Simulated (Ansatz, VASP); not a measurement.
**Two plane-wave programs on TiAl3**

INCAR

```
PREC = Accurate
ENCUT = 520
EDIFF = 1E-6
ISMEAR = 0
SIGMA = 0.15
LREAL = F
LASPH = T
NELM = 100
ALGO = Fast
ISIF = 2
LWAVE = F
LCHARG = T
GGA = PS
LELF = T
LVHAR = T
NBANDS = 18
```

KPOINTS

```
Automatic mesh
0
Gamma
  14 14 14
```

File POSCAR:

```
TiAl3
1.0
   -1.9521126602      1.9521126602      4.0768512541
    1.9521126602     -1.9521126602      4.0768512541
    1.9521126602      1.9521126602     -4.0768512541
Ti Al
1 3
Direct
    0.0000000000      0.0000000000      0.0000000000
    0.5000000000      0.5000000000      0.0000000000
    0.7500000000      0.2203811792      0.4703811792
    0.2500000000      0.7796188208      0.5296188208
```

Input for Ansatz:

```yaml
crystal:
  lattice:
    - [-1.9521126602, 1.9521126602, 4.0768512541]
    - [1.9521126602, -1.9521126602, 4.0768512541]
    - [1.9521126602, 1.9521126602, -4.0768512541]
  atoms:
    - { symbol: Ti, position: [0.0, 0.0, 0.0] }
    - { symbol: Al, position: [0.5, 0.5, 0.0] }
    - { symbol: Al, position: [0.75, 0.2203811792, 0.4703811792] }
    - { symbol: Al, position: [0.25, 0.7796188208, 0.5296188208] }
basis:
  ecutwfc: 520.0
kpoints:
  mp_grid: { grid: [14, 14, 14] }
hamiltonian:
  xc: pbesol
  pseudopotentials: { kind: paw, azcp: { folder: soft_1 } }
scf:
  occupations: { method: gaussian, width: 0.15 }
output:
  forces: true
  stress: true
  eigenvalues: true
```

Change from the starting cell: mode 9 frozen in at -0.113 Å, strain +e along z and -e/2 along x and y -0.0467.

Alike in both runs: task single point; functional PBEsol; k mesh 14 × 14 × 14; occupations gaussian, width 0.15 eV; no spin polarisation.

|  | VASP | Ansatz |
| --- | --- | --- |
| version | VASP 6.6.1 | Ansatz 0.2.0 |
| potentials or method | VASP PAW PBE potentials, release 64 (Ti_sv, Al), cutoff 520 eV | scalar-relativistic, plane waves, PAW |
| valence electrons in the cell | 21 | 21 |

VASP gave:

| Property | Result |
| --- | --- |
| gap on the k mesh at the Fermi level (eV) | none |
| pressure (GPa) | 1.4 |
| traceless stress, the component that is largest in VASP (GPa) | 7.29 |
| rms of the force components (eV/Å) | 0.468 |

Q: Which values does Ansatz return?

A: gap on the k mesh at the Fermi level (eV): none; pressure (GPa): 1.3; traceless stress, the component that is largest in VASP (GPa): 7.30; rms of the force components (eV/Å): 0.465.

VASP's potentials were made for PBE, not for PBEsol, and Ansatz warns of the same on its side. Atom by atom the forces differ by 0.003 eV/Å (rms over components). A gap of «none» marks a metal or a gap that the smearing closes. The functional is the same, so the differences come from potentials, cutoffs and numerics.
